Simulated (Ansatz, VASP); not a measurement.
## LaSb in VASP and in Ansatz

```
La Sb
1.0
    -0.03245    3.22878    3.22878
     3.22878   -0.03245    3.22878
     3.22878    3.22878   -0.03245
La Sb
1 1
Cartesian
  0.0000 0.0000 0.0000
  3.2126 3.2126 3.2126
```

Change from the starting cell: equal xy, yz and zx shear strains of -1 %.

Alike in both runs: task single point; functional PBEsol; k mesh 10 × 10 × 10; occupations fermi-dirac, width 0.05 eV; no spin polarisation.

```csv
,VASP,Ansatz
version,VASP 6.6.1,Ansatz 0.2.0
potentials or method,"VASP PAW PBE potentials, release 64 (La, Sb), cutoff 520 eV","all-electron LAPW, scalar-relativistic"
```

VASP gave:

```
pressure (GPa)                                                : -1.0
traceless stress, the component that is largest in VASP (GPa) : 0.18
```

Question: What did Ansatz give for the same quantities?

Answer: Pressure (GPa): -0.9; traceless stress, the component that is largest in VASP (GPa): 0.18.

VASP's potentials were made for PBE, not for PBEsol. Ansatz ran all-electron here, and VASP with PAW potentials.

Spin-orbit coupling is off throughout.
